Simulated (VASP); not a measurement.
CdTe:

```xyz
2
Lattice="0.0000 3.2262 3.2262 3.2262 0.0000 3.2262 3.2262 3.2262 0.0000" Properties=species:S:1:pos:R:3 pbc="T T T"
Te    4.8393    4.8393    4.8393
Cd    0.0000    0.0000    0.0000
```

This cell differs from its parent crystal: volume scaled by 1.02.

Base run:

```yaml
Program: VASP 6.6.1
Functional: PBEsol
Potentials_or_basis: VASP PAW PBE potentials, release 64 (Te, Cd)
Cutoff: 520 eV
k_mesh: 7 × 7 × 7
Occupations: fermi-dirac, width 0.05 eV
Spin: no spin polarisation
```

Its results: band gap on the k mesh 0.70 eV, direct; pressure 0.9 GPa.

Task: The run is repeated on the same cell with these changes: functional from PBEsol to PBE; further incar settings from ALGO = Normal; EDIFF = 1e-06; NBANDS = 16 to ALGO = Normal; EDIFF = 1e-07; NBANDS = 16. What comes out?

Result: Band gap on the k mesh 0.81 eV, direct; pressure 3.4 GPa.

Caveats: spin-orbit coupling is left out, which moves the levels of the heavy elements; the PAW data sets were made with another functional, which shifts forces and pressure a little (some runs).

